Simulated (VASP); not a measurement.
A run of VASP 6.6.1 is set up as follows.

INCAR

```
SYSTEM = AgClF
PREC = Accurate
ENCUT = 520
EDIFF = 1E-6
ISMEAR = 0
SIGMA = 0.1
LREAL = .FALSE.
LASPH = .TRUE.
NELM = 200
ALGO = Normal
ISIF = 2
LWAVE = .FALSE.
LCHARG = .TRUE.
ISPIN = 2
MAGMOM = 1 0 0
LORBIT = 11
LMAXMIX = 4
LDIPOL = .TRUE.
IDIPOL = 3
DIPOL = 0.5 0.5 0.283
GGA = PE
LELF = .TRUE.
LVHAR = .TRUE.
LVACPOTAV = .TRUE.
NBANDS = 28
GGA_COMPAT = .FALSE.
NELMDL = -8
```

KPOINTS

```
Automatic mesh
0
G
  6 6 1
  0 0 0
```

The input POSCAR:

```
AgClF
1.0
    3.3631155213      0.0000000000      0.0000000000
   -1.6815577607      2.9125434773      0.0000000000
    0.0000000000      0.0000000000     33.2381154800
Ag Cl F
1 1 1
Direct
    0.0000000000      0.0000000000      0.2796022285
    0.0000000000      0.0000000000      0.3480416573
    0.0000000000      0.0000000000      0.2216822423
```

Potentials or basis: VASP PAW PBE potentials, release 64 (Ag_sv_GW, Cl, F).

Command:

```sh
$ cat potpaw_PBE.64/Ag_sv_GW/POTCAR potpaw_PBE.64/Cl/POTCAR potpaw_PBE.64/F/POTCAR > POTCAR
$ mpirun -np 1 vasp_std > vasp.out
```

(1) What does it give for the site moments?

(2) Predict the net moment.

(3) Predict the largest force.

Answers

(1) Ag +0.23; Cl +0.29; F +0.22 μB.

(2) 0.86 μB per cell.

(3) 0.089 eV/Å.
